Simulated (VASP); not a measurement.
Write the native input for VASP 6.6.1 that does the following.

```yaml
Task: single point
Functional: LDA
Potentials_or_basis: VASP PAW LDA potentials, release 64 (Rh_pv)
Cutoff: 520 eV
k_mesh: 15 × 15 × 15
Occupations: fermi-dirac, width 0.136057 eV
Spin: no spin polarisation
Dipole_correction: no
Further_INCAR_settings: ALGO = Normal; EDIFF = 1e-06; NBANDS = 14
```

The structure of Rh lies in POSCAR:

```
Rh
1.0
    0.0000000000      1.8802666741      1.8802666741
    1.8802666741      0.0000000000      1.8802666741
    1.8802666741      1.8802666741      0.0000000000
Rh
1
Direct
    0.0000000000      0.0000000000      0.0000000000
```

One way to write it, as run:

INCAR

```
PREC = Accurate
ENCUT = 520
EDIFF = 1E-6
ISMEAR = -1
SIGMA = 0.13605693000000002
LREAL = F
LASPH = T
NELM = 100
ALGO = Normal
ISIF = 2
LWAVE = F
LCHARG = F
GGA = CA
NBANDS = 14
```

KPOINTS

```
regular mesh
0
Gamma
  15 15 15
```

Potentials or basis: VASP PAW LDA potentials, release 64 (Rh_pv).

Command:

```sh
$ cat potpaw_LDA.64/Rh_pv/POTCAR > POTCAR
$ mpirun -np 1 vasp_std > vasp.out
```

It gave:

```json
{"Pressure": "-0.1 GPa"}
```

Wall time 20 s on 1 thread of Intel Xeon 8259CL, with other jobs on the host, peak memory 0.13 GiB.
